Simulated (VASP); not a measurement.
Runs of VASP 6.6.1 on KLu2Al3. The structure is that of space group P6/mmm (No. 191), or close to it. The cells are those of the table. The cell was generated, and may not be a known phase.

| task | cell | k mesh | gap on the mesh (eV) | pressure (GPa) |
| --- | --- | --- | --- | --- |
| single point | a = 6.242, b = 6.242, c = 4.902 Å, angles 90.0, 90.0, 120.0°, 6 atoms | 6 × 6 × 8 | none | 0.1 |
| relaxation of cell and atoms | relaxed from a = 5.665, b = 5.665, c = 4.602 Å, angles 90.0, 90.0, 120.0°, 6 atoms | 6 × 6 × 4 | none | 0.0 |
| single point | a = 6.147, b = 6.147, c = 4.953 Å, angles 90.0, 90.0, 120.0°, 6 atoms | 6 × 6 × 4 | none | (a) |
| single point | a = 5.665, b = 5.665, c = 4.602 Å, angles 90.0, 90.0, 120.0°, 6 atoms | 6 × 6 × 4 | none | 16.0 |

Alike in all rows: level PBE; potentials or basis VASP PAW PBE potentials, release 64 (K_sv, Lu, Al); no spin polarisation; cutoff (eV) 600; smearing gaussian 0.1 eV.

**Question.** Fill in the values left out.

**Answer.** (a) 0.5.

Caveats: spin-orbit coupling is left out, which moves the levels of the heavy elements; the stress differs along the axes, from 14 to 20 GPa (at least some runs).

A k mesh can miss the band edges, and the runs leave out spin-orbit coupling on Lu.

A gap of «none» marks levels without a gap at the run's occupations.
